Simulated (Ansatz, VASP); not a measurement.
**MgBe2Te2O: VASP beside Ansatz**

```
Mg Be Te O
1.0
     3.67392    0.00000    0.00000
     0.00000    3.67392    0.00000
     0.00000    0.00000   10.09350
Mg Be Te O
1 2 2 1
Direct
  0.00000 0.00000 0.60607
  0.50000 0.00000 0.14590
  0.00000 0.50000 0.14590
  0.50000 0.50000 0.70010
  0.00000 0.00000 0.30372
  0.50000 0.50000 0.09832
```

Change from the starting cell: species swapped into the LaYMn2Si2 type (P4mm, No. 99).

Alike in both runs: functional PBE; k mesh 6 × 6 × 2; occupations gaussian, width 0.1 eV; no spin polarisation.

Ansatz relaxed the structure, and its values are those at the end. VASP's run is a single point on that final structure, the one shown.

```csv
,VASP,Ansatz
version,VASP 6.6.1,Ansatz 0.2.0
potentials or method,"VASP PAW PBE potentials, release 64 (Mg, Be, Te, O), cutoff 520 eV","scalar-relativistic, plane waves, PAW"
valence electrons in the cell,24,52
```

|  | VASP | Ansatz | Ansatz less VASP |
| --- | --- | --- | --- |
| gap on the k mesh at the Fermi level (eV) | none | none | - |
| pressure (GPa) | 0.1 | 0.0 | -0.09 |
| rms of the force components (eV/Å) | 0.018 | 0.001 | -0.0171 |

A gap of «none» marks a metal or a gap that the smearing closes. With one functional, cell and mesh, what is left measures potentials, basis and numerics. VASP's potentials hold 24 valence electrons a cell and Ansatz's 52, so a difference there can come from the potentials and not from the codes.

Neither program's run includes spin-orbit coupling.
